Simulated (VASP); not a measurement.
Here is a VASP 6.6.1 calculation.

File INCAR:

```
SYSTEM = Ni
ALGO = Normal
EDIFF = 1E-6
ENCUT = 520
GGA = PS
ISIF = 2
ISMEAR = -1
ISPIN = 2
LASPH = .TRUE.
LCHARG = .TRUE.
LELF = .TRUE.
LMAXMIX = 4
LORBIT = 11
LREAL = .FALSE.
LVHAR = .TRUE.
LWAVE = .FALSE.
MAGMOM = 1
NBANDS = 15
NELM = 150
PREC = Accurate
SIGMA = 0.05
```

KPOINTS

```
k-points
0
G
  13 13 13
  0 0 0
```

File POSCAR:

```
Ni
1.0
   -1.3837154700      1.3837154700      1.3837154700
    1.3837154700     -1.3837154700      1.3837154700
    1.3837154700      1.3837154700     -1.3837154700
Ni
1
Direct
    0.0000000000      0.0000000000      0.0000000000
```

Potentials or basis: VASP PAW PBE potentials, release 64 (Ni).

Command:

```bash
$ cat potpaw_PBE.64/Ni/POTCAR > POTCAR
$ mpirun -np 1 vasp_std > vasp.out
```

Question: Predict the pressure.

Answer: -2.5 GPa.

Question: What does it give for the site moments?

Answer: Ni +0.58 μB.

Caveat: the PAW data sets were made with another functional, which shifts forces and pressure a little.
